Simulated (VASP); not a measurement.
# HfO2 (Fm-3m) in VASP: a series of runs

Runs on HfO2. Level: PBE. Tasks: relaxation of cell and atoms, single point.

Program: VASP 6.6.1. These are calculated values, not measurements. Logs are shortened: lines on timing, memory, paths and dates and some standing lists are left out, and cuts for length are marked.

### Step 1. The cell of the first run

Symmetry: Fm-3m, No. 225, cubic system. The conventional cell has a = 5.098 Å, b = 5.098 Å, c = 5.098 Å, α = 90.00°, β = 90.00°, γ = 90.00°. Within 2.9 Å of Hf (site symmetry m-3m) lie 8 O at 2.21 Å. Within 2.9 Å of O (site symmetry -43m) lie 4 Hf at 2.21 Å and 6 O at 2.55 Å.

### Step 2. Relaxation of cell and atoms, PBE, target pressure 50 GPa, at which the enthalpy is minimised

INCAR

```
SYSTEM = HfO2
ALGO = Normal
EDIFF = 1E-6
EDIFFG = -0.001
ENCUT = 600
GGA = PE
IBRION = 2
ISIF = 3
ISMEAR = 0
LASPH = .TRUE.
LCHARG = .FALSE.
LREAL = .FALSE.
LWAVE = .FALSE.
NELM = 80
NSW = 80
PREC = Accurate
PSTRESS = 500.0
SIGMA = 0.01
```

KPOINTS

```
k-points
0
G
  8 8 8
  0 0 0
```

POSCAR

```
HfO2
1.0
    0.0000000000      2.5488057610      2.5488057610
    2.5488057610      0.0000000000      2.5488057610
    2.5488057610      2.5488057610      0.0000000000
Hf O
1 2
Direct
    0.0000000000      0.0000000000      0.0000000000
    0.2500000000      0.2500000000      0.2500000000
    0.7500000000      0.7500000000      0.7500000000
```

Potentials or basis: VASP PAW PBE potentials, release 64 (Hf_pv, O).

Launch:

```bash
$ cat potpaw_PBE.64/Hf_pv/POTCAR potpaw_PBE.64/O/POTCAR > POTCAR
$ mpirun -np 1 vasp_std > vasp.out
```

OUTCAR:

```text
SYSTEM = HfO2
   EDIFF = 1E-6
   EDIFFG = -0.001
   ENCUT = 600
   GGA = PE
   IBRION = 2
   ISIF = 3
   ISMEAR = 0
   LASPH = .TRUE.
   LREAL = .FALSE.
   NELM = 80
   NSW = 80
   PREC = Accurate
   PSTRESS = 500.0

 ion  position               nearest neighbor table
   1  0.000  0.000  0.000-   3 2.21   3 2.21   3 2.21   2 2.21   2 2.21   2 2.21   3 2.21   2 2.21

   2  0.250  0.250  0.250-   1 2.21   1 2.21   1 2.21   1 2.21
   3  0.750  0.750  0.750-   1 2.21   1 2.21   1 2.21   1 2.21

  LATTYP: Found a face centered cubic cell.
 ALAT       =     5.0976115220

  Lattice vectors:

 A1 = (   0.0000000000,   2.5488057610,   2.5488057610)
 A2 = (   2.5488057610,   0.0000000000,   2.5488057610)
 A3 = (   2.5488057610,   2.5488057610,   0.0000000000)

Analysis of symmetry for initial positions (statically):
=====================================================================
 Subroutine PRICEL returns:
 Original cell was already a primitive cell.

 Routine SETGRP: Setting up the symmetry group for a
 face centered cubic supercell.

 Subroutine GETGRP returns: Found 48 space group operations
 (whereof 48 operations were pure point group operations)
 out of a pool of 48 trial point group operations.

The static configuration has the point symmetry O_h .

Analysis of symmetry for dynamics (positions and initial velocities):
=====================================================================
 Subroutine PRICEL returns:
 Original cell was already a primitive cell.

 Routine SETGRP: Setting up the symmetry group for a
 face centered cubic supercell.

 Subroutine GETGRP returns: Found 48 space group operations
 (whereof 48 operations were pure point group operations)
 out of a pool of 48 trial point group operations.

The dynamic configuration has the point symmetry O_h .

 Subroutine INISYM returns: Found 48 space group operations
 (whereof 48 operations are pure point group operations),
 and found     1 'primitive' translations

----------------------------------------------------------------------------------------

                                     Primitive cell

  volume of cell :      33.1162

  direct lattice vectors                    reciprocal lattice vectors
     0.000000000  2.548805761  2.548805761    -0.196170304  0.196170304  0.196170304
     2.548805761  0.000000000  2.548805761     0.196170304 -0.196170304  0.196170304
     2.548805761  2.548805761  0.000000000     0.196170304  0.196170304 -0.196170304

  length of vectors
     3.604555675  3.604555675  3.604555675     0.339776933  0.339776933  0.339776933

  position of ions in fractional coordinates (direct lattice)
     0.000000000  0.000000000  0.000000000
     0.250000000  0.250000000  0.250000000
     0.750000000  0.750000000  0.750000000

  ion indices of the primitive-cell ions
   primitive index   ion index
                 1           1
                 2           2
                 3           3

----------------------------------------------------------------------------------------

 KPOINTS: k-points

Automatic generation of k-mesh.
 Grid dimensions read from file:
 generate k-points for:    8    8    8

 Generating k-lattice:

  Cartesian coordinates                     Fractional coordinates (reciprocal lattice)
    -0.024521288  0.024521288  0.024521288     0.125000000  0.000000000  0.000000000
     0.024521288 -0.024521288  0.024521288     0.000000000  0.125000000  0.000000000
     0.024521288  0.024521288 -0.024521288     0.000000000  0.000000000  0.125000000

  Length of vectors
     0.042472117  0.042472117  0.042472117

  Shift w.r.t. Gamma in fractional coordinates (k-lattice)
     0.000000000  0.000000000  0.000000000

 Subroutine IBZKPT returns following result:
 ===========================================

 Found     29 irreducible k-points:

 Following reciprocal coordinates:
            Coordinates               Weight
  0.000000  0.000000  0.000000      1.000000
  0.125000  0.000000  0.000000      8.000000
  0.250000  0.000000  0.000000      8.000000
  0.375000  0.000000  0.000000      8.000000
  0.500000  0.000000  0.000000      4.000000
  0.125000  0.125000  0.000000      6.000000
[... 16 lines left out ...]
  0.500000  0.250000  0.125000     48.000000
 -0.375000  0.250000  0.125000     24.000000
 [... further k-points ...]
   k-points           NKPTS =     29   k-points in BZ     NKDIM =     29   number of bands    NBANDS=     15
   number of dos      NEDOS =    301   number of ions     NIONS =      3
   total plane-waves  NPLWV =  27000
   dimension x,y,z NGX =    30 NGY =   30 NGZ =   30
   dimension x,y,z NGXF=    60 NGYF=   60 NGZF=   60
   ions per type =               1   2
   NGX,Y,Z   is equivalent  to a cutoff of  13.84, 13.84, 13.84 a.u.
   NGXF,Y,Z  is equivalent  to a cutoff of  27.67, 27.67, 27.67 a.u.
 SYSTEM =  HfO2
   PREC   = accura    normal or accurate (medium, high low for compatibility)
   ISTART =      0    job   : 0-new  1-cont  2-samecut
   ICHARG =      2    charge: 1-file 2-atom 10-const
   ISPIN  =      1    spin polarized calculation?
   LNONCOLLINEAR =      F non collinear calculations
   LSORBIT =      F    spin-orbit coupling
   LASPH  =      T    aspherical Exc in radial PAW
   ENCUT  =  600.0 eV  44.10 Ry    6.64 a.u.   7.20  7.20  7.20*2*pi/ulx,y,z
   NELM   =     80;   NELMIN=  2; NELMDL= -5     # of ELM steps
   EDIFF  = 0.1E-05   stopping-criterion for ELM
   LREAL  =      F    real-space projection
   EDIFFG = -.1E-02   stopping-criterion for IOM
   NSW    =     80    number of steps for IOM
   IBRION =      2    ionic relax: 0-MD 1-quasi-New 2-CG
   NFREE  =      1    steps in history (QN), initial steepest desc. (CG)
   ISIF   =      3    stress and relaxation
   ISYM   =      2    0-nonsym 1-usesym 2-fastsym
   POTIM  = 0.5000    time-step for ionic-motion
   TEBEG  =    0.0;   TEEND  =   0.0 temperature during run
   PSTRESS=  500.0 pullay stress
   NELECT =      22.0000    total number of electrons
   NUPDOWN=      -1.0000    fix difference up-down
   EMIN   =  10.00;   EMAX   =-10.00  energy-range for DOS
   EFERMI =   0.00;   METHOD = LEGACY
   ISMEAR =     0;   SIGMA  =   0.01  broadening in eV -4-tet -1-fermi 0-gaus
   EFERMI_NEDOS =   21; number of points for ismear=-14 and -15
   IALGO  =     38    algorithm
   IMIX   =      4    mixing-type and parameters
     AMIX     =   0.40;   BMIX     =  1.00
     AMIX_MAG =   1.60;   BMIX_MAG =  1.00
  volume/ion in A,a.u.               =      11.04        74.49
  Fermi-wavevector in a.u.,A,eV,Ry     =   1.428463  2.699404 27.762776  2.040506
  Thomas-Fermi vector in A             =   2.548522
   LORBIT       =      0    0 simple, 1 ext, 2 COOP (PROOUT), +10 PAW based schemes
   GGA     = PE    functional components
   LHFCALC =     F    Hartree Fock is set to
   AEXX    =    0.0000 exact exchange contribution
   IVDW    =     0    specifies the selected vdW correction
   LEPSILON=     F    determine dielectric tensor
   LRPA    =     F    only Hartree local field effects (RPA)
 conjugate gradient relaxation of ions
 non-spin polarized calculation
 Gauss-broadening in eV      SIGMA  =   0.01
  energy-cutoff  :      600.00
  volume of cell :       33.12
 maximum number of plane-waves:      1124
 NGX is ok and might be reduce to    30
   NGX = 15   NGY = 15   NGZ = 15

--------------------------------------- Ionic step        1  -------------------------------------------

 number of electron      21.9999994 magnetization

 Free energy of the ion-electron system (eV)
  ---------------------------------------------------
  ext. energy  EPLUGINS =         0.00000000
  ---------------------------------------------------
  free energy    TOTEN  =       -30.24867077 eV

  energy without entropy =      -30.24867077  energy(sigma->0) =      -30.24867077

------------------------ aborting loop because EDIFF is reached ----------------------------------------

  FORCE on cell =-STRESS in cart. coord.  units (eV):
  Direction    XX          YY          ZZ          XY          YZ          ZX
  --------------------------------------------------------------------------------------
  -------------------------------------------------------------------------------------
  Total       -0.8003045     -0.8003045     -0.8003045      0.0000000      0.0000000      0.0000000
  in kB      -38.7191319    -38.7191319    -38.7191319      0.0000000      0.0000000      0.0000000
  external PRESSURE =    -538.7191319 kB  Pullay stress =     500.0000000 kB
[... 26 lines left out ...]
--------------------------------------- Ionic step        2  -------------------------------------------

 number of electron      21.9999999 magnetization

 E-fermi :  10.6377     XC(G=0): -15.2430

 val. band max:       10.5575872397   @ k =   0.5000   0.5000   0.0000
 cond. band min:      15.1458229480   @ k =   0.0000   0.0000   0.0000
 fundamental gap:      4.5882357083
 Fermi energy:        10.6376756555

 k-point     1 :       0.0000    0.0000    0.0000
  band No.  band energies     occupation
      1     -17.2423      2.00000
      2     -17.2423      2.00000
      3     -17.2423      2.00000
      4     -12.2509      2.00000
      5      -5.8912      2.00000
      6       0.3344      2.00000
      7       0.3344      2.00000
      8       0.3344      2.00000
      9       9.5487      2.00000
     10       9.5487      2.00000
     11       9.5487      2.00000
     12      15.1458      0.00000
     13      15.1458      0.00000
     14      20.9039      0.00000
[... 401 lines left out ...]
      2     -19.1559      2.00000
      3     -18.0202      2.00000
      4      -8.5485      2.00000
      5      -5.6441      2.00000
      6       2.6562      2.00000
      7       3.4396      2.00000
      8       4.4771      2.00000
      9       7.6353      2.00000
     10       8.3646      2.00000
     11       9.2429      2.00000
     12      17.0956      0.00000
     13      18.2071      0.00000
     14      23.8819      0.00000
     15      24.3438      0.00000

 [... further k-points ...]
[... 5 lines left out ...]
  --------------------------------------------------------------------------------------
  -------------------------------------------------------------------------------------
  Total       55.9661839     55.9661839     55.9661839     -0.0000000      0.0000000     -0.0000000
  in kB     4894.0007283   4894.0007283   4894.0007283     -0.0000000      0.0000000     -0.0000000
  external PRESSURE =    4394.0007283 kB  Pullay stress =     500.0000000 kB
[... 61 lines left out ...]
  energy  without entropy=      -29.8586617272  energy(sigma->0) =      -29.85866173

  enthalpy is  TOTEN    =       -20.8268211385 eV   P V=        9.0318405887

[... ionic steps 4 to 25 ...]

--------------------------------------- Ionic step       26  -------------------------------------------

 number of electron      22.0000000 magnetization

------------------------ aborting loop because EDIFF is reached ----------------------------------------
[... 73 lines left out ...]
--------------------------------------- Ionic step       28  -------------------------------------------

 number of electron      22.0000000 magnetization

 Free energy of the ion-electron system (eV)
  ---------------------------------------------------
  ext. energy  EPLUGINS =         0.00000000
  ---------------------------------------------------
  free energy    TOTEN  =       -29.65041245 eV

  energy without entropy =      -29.65041245  energy(sigma->0) =      -29.65041245

 E-fermi :   5.6963     XC(G=0): -12.6341

 val. band max:        5.5920393224   @ k =   0.5000   0.5000   0.0000
 cond. band min:       9.7843669071   @ k =   0.5000   0.5000   0.0000
 fundamental gap:      4.1923275847
 Fermi energy:         5.6963467936

 k-point     1 :       0.0000    0.0000    0.0000
  band No.  band energies     occupation
      1     -23.4505      2.00000
      2     -23.4505      2.00000
      3     -23.4505      2.00000
      4     -14.0920      2.00000
      5     -10.2896      2.00000
      6      -0.7122      2.00000
      7      -0.7122      2.00000
      8      -0.7122      2.00000
      9       4.9120      2.00000
     10       4.9120      2.00000
     11       4.9120      2.00000
     12       9.7948      0.00000
     13       9.7949      0.00000
     14      12.6035      0.00000
[... 401 lines left out ...]
      2     -23.7914      2.00000
      3     -23.5963      2.00000
      4     -12.0770      2.00000
      5     -11.1718      2.00000
      6       0.0226      2.00000
      7       0.5617      2.00000
      8       1.5009      2.00000
      9       3.1392      2.00000
     10       4.0374      2.00000
     11       4.2553      2.00000
     12      10.7052      0.00000
     13      11.2617      0.00000
     14      14.0080      0.00000
     15      15.0470      0.00000

 [... further k-points ...]
[... 5 lines left out ...]
  --------------------------------------------------------------------------------------
  -------------------------------------------------------------------------------------
  Total        8.7942565      8.7942565      8.7942565     -0.0000000     -0.0000000      0.0000000
  in kB      499.8860274    499.8860274    499.8860274     -0.0000000     -0.0000000      0.0000000
  external PRESSURE =      -0.1139726 kB  Pullay stress =     500.0000000 kB
[... 22 lines left out ...]
  energy  without entropy=      -29.6504124544  energy(sigma->0) =      -29.65041245

  enthalpy is  TOTEN    =       -20.8541508384 eV   P V=        8.7962616160

 reached required accuracy - stopping structural energy minimisation
```

Run time: 3.4 min. Hardware: 1 thread of Intel Xeon Platinum 8259CL at 2.50GHz (Skylake/Cascade Lake), shared host; peak memory 0.2 GiB.

Results:

```yaml
Free_energy: -29.6504 eV
Relaxed_volume: 9.40 Å³/atom
Relaxed_cell: a = 3.416 Å, b = 3.416 Å, c = 3.416 Å, α = 60.00°, β = 60.00°, γ = 60.00°
Space_group_after_relaxing_to_0.05_Å: Fm-3m (No. 225)
Energy_change_on_relaxing_the_enthalpy_is_what_falls: +199.4 meV/atom
Ionic_steps: 28
Pressure_after_relaxing: 50.0 GPa
Band_gap_on_the_k_mesh: 4.19 eV, direct
```

The path:
| step | energy change (eV) | largest force (eV/Å) | pressure (GPa) | volume (Å³) |
| --- | --- | --- | --- | --- |
| 1 | 0.0000 | 0.0000 | -3.87 | 33.12 |
| 2 | 13.2255 | 0.0000 | 489.40 | 18.32 |
| 3 | 0.3900 | 0.0000 | 38.63 | 28.94 |
| 4 | 0.5160 | 0.0000 | 45.71 | 28.46 |
| 5 | 0.5984 | 0.0000 | 50.02 | 28.19 |
| 6 | 0.5697 | 0.0000 | 48.54 | 28.28 |
| 7 | 0.5718 | 0.0000 | 48.60 | 28.27 |
| 8 | 0.5782 | 0.0000 | 48.98 | 28.25 |
| 9 | 0.5784 | 0.0000 | 48.97 | 28.25 |
| 10 | 0.5787 | 0.0000 | 48.98 | 28.25 |
| 11 | 0.5794 | 0.0000 | 49.00 | 28.25 |
| 12 | 0.5808 | 0.0000 | 49.07 | 28.24 |
| 13 | 0.5835 | 0.0000 | 49.25 | 28.23 |
| 14 | 0.5890 | 0.0000 | 49.53 | 28.22 |
| 15 | 0.6002 | 0.0000 | 50.10 | 28.18 |
| 16 | 0.5982 | 0.0000 | 50.03 | 28.19 |
| 17 | 0.5972 | 0.0000 | 49.97 | 28.19 |
| 18 | 0.5977 | 0.0000 | 49.95 | 28.19 |
| 19 | 0.5977 | 0.0000 | 49.97 | 28.19 |
| 20 | 0.5977 | 0.0000 | 49.97 | 28.19 |
| 21 | 0.5977 | 0.0000 | 49.97 | 28.19 |
| 22 | 0.5977 | 0.0000 | 49.97 | 28.19 |
| 23 | 0.5977 | 0.0000 | 49.98 | 28.19 |
| 24 | 0.5978 | 0.0000 | 49.98 | 28.19 |
| 25 | 0.5978 | 0.0000 | 49.98 | 28.19 |
| 26 | 0.5979 | 0.0000 | 49.98 | 28.19 |
| 27 | 0.5980 | 0.0000 | 49.98 | 28.19 |
| 28 | 0.5983 | 0.0000 | 49.99 | 28.19 |

Final structure:
```cif
data_structure
_symmetry_space_group_name_H-M 'P 1'
_symmetry_Int_Tables_number 1
_cell_length_a 3.4160
_cell_length_b 3.4160
_cell_length_c 3.4160
_cell_angle_alpha 60.000
_cell_angle_beta 60.000
_cell_angle_gamma 60.000
_cell_volume 28.19
loop_
_atom_site_label
_atom_site_type_symbol
_atom_site_fract_x
_atom_site_fract_y
_atom_site_fract_z
_atom_site_occupancy
Hf1 Hf 0.00000 0.00000 0.00000 1
O1 O 0.25000 0.25000 0.25000 1
O2 O 0.75000 0.75000 0.75000 1
```

Levels at points of the mesh, in eV from the valence-band top:
```
           k point  band 7  band 8  band 9  band 10  band 11  band 12  band 13  band 14  band 15
(0.00, 0.00, 0.00)   -6.30   -6.30   -0.68    -0.68    -0.68     4.20     4.20     7.01    12.38
(0.50, 0.00, 0.00)   -5.12   -3.25   -3.05    -1.98    -1.98     5.14     5.14     8.46     9.53
(0.50, 0.50, 0.00)   -3.76   -3.76   -1.79    -1.79     0.00     4.19     6.30     8.07     9.51
```

Caveat: the cell is relaxed towards a set pressure, so the enthalpy falls and the energy may rise; spin-orbit coupling is left out, which moves the levels of the heavy elements. Expect the measured gap to be larger: semilocal functionals such as PBE lack the derivative discontinuity.

### Step 3. Single point, PBE

This run uses another cell than the first one, of 10.75 Å³/atom, 0.973 times its volume.

INCAR

```
PREC = Accurate ; ENCUT = 520
EDIFF = 1E-7 ; ISMEAR = 0
SIGMA = 0.01 ; LREAL = False
LASPH = True ; NELM = 60
ALGO = Normal ; ISIF = 2
LWAVE = False ; LCHARG = False
GGA = PE ; NBANDS = 18
```

KPOINTS

```
regular mesh
0
Gamma
  8 8 8
```

POSCAR

```
HfO2
1.0
    0.0000000000      2.5260549932      2.5260549932
    2.5260549932      0.0000000000      2.5260549932
    2.5260549932      2.5260549932      0.0000000000
Hf O
1 2
Direct
    0.0000000000      0.0000000000      0.0000000000
    0.2500000000      0.2500000000      0.2500000000
    0.7500000000      0.7500000000      0.7500000000
```

Potentials or basis: VASP PAW PBE potentials, release 64 (Hf_pv, O).

Launch:

```bash
$ cat potpaw_PBE.64/Hf_pv/POTCAR potpaw_PBE.64/O/POTCAR > POTCAR
$ mpirun -np 1 vasp_std > vasp.out
```

Run time: 11 s. Hardware: 1 thread of Intel Xeon Platinum 8559C (Emerald Rapids), shared host; peak memory 0.16 GiB.

The run converged. Its results:

```yaml
Free_energy: -30.2439 eV
Pressure: 3.1 GPa
Band_gap_on_the_k_mesh: 3.83 eV, direct
```

Levels at points of the mesh, in eV from the valence-band top:
| k point | band 9 | band 10 | band 11 | band 12 | band 13 | band 14 |
| --- | --- | --- | --- | --- | --- | --- |
| (0.00, 0.00, 0.00) | -0.61 | -0.61 | -0.61 | 3.91 | 3.91 | 5.92 |
| (0.50, 0.00, 0.00) | -2.75 | -1.84 | -1.84 | 4.65 | 4.65 | 7.09 |
| (0.50, 0.50, 0.00) | -1.54 | -1.54 | 0.00 | 3.83 | 5.56 | 6.73 |

Caveat: spin-orbit coupling is left out, which moves the levels of the heavy elements.

[end of part 1 of 2]
